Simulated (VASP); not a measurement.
Wanted: the native input for a VASP 6.6.1 run.

* Task: relaxation of cell and atoms
* Functional: PBE
* Potentials or basis: VASP PAW PBE potentials, release 64 (Be, Sb)
* Cutoff: 600 eV
* k mesh: 16 × 16 × 18
* Occupations: gaussian, width 0.1 eV
* Spin: no spin polarisation
* Dipole correction: no
* Further INCAR settings: ALGO = Normal; EDIFF = 1e-07; IBRION = 2; EDIFFG = -0.01; NSW = 100; ISIF = 3

The structure of BeSb lies in POSCAR:

```
BeSb
1.0
    3.6626964948      0.0000000000      0.0000000000
    0.0000000000      3.6626964948      0.0000000000
    0.0000000000      0.0000000000      3.0109275840
Be Sb
1 1
Direct
    0.5000000000      0.5000000000      0.7500391494
    0.0000000000      0.0000000000      0.7499608506
```

The input as run:

INCAR

```
ALGO = Normal
EDIFF = 1E-7
EDIFFG = -0.01
ENCUT = 600
GGA = PE
IBRION = 2
ISIF = 3
ISMEAR = 0
LASPH = T
LCHARG = F
LREAL = F
LWAVE = F
NELM = 100
NSW = 100
PREC = Accurate
SIGMA = 0.1
```

KPOINTS

```
k-points
0
Gamma
  16 16 18
```

Potentials or basis: VASP PAW PBE potentials, release 64 (Be, Sb).

Command:

```bash
$ cat potpaw_PBE.64/Be/POTCAR potpaw_PBE.64/Sb/POTCAR > POTCAR
$ mpirun -np 1 vasp_std > vasp.out
```

It gave:

```yaml
Relaxed_volume: 20.21 Å³/atom
Relaxed_cell: a = 3.665 Å, b = 3.665 Å, c = 3.009 Å, α = 90.00°, β = 90.00°, γ = 90.00°
Space_group_after_relaxing_to_0.1_Å: P4/mmm (No. 123)
Energy_gained_by_relaxing: 0.0 meV/atom
Ionic_steps: 2
Pressure_after_relaxing: 0.0 GPa
Band_gap_on_the_k_mesh: zero (an odd number of electrons rules out a gap without spin polarisation)
```

Caveat: spin-orbit coupling is left out, which moves the levels of the heavy elements.

Wall time 100 s on 1 thread of Intel(R) Xeon(R) Platinum 8559C (Emerald Rapids) (shared host), peak memory 0.34 GiB.
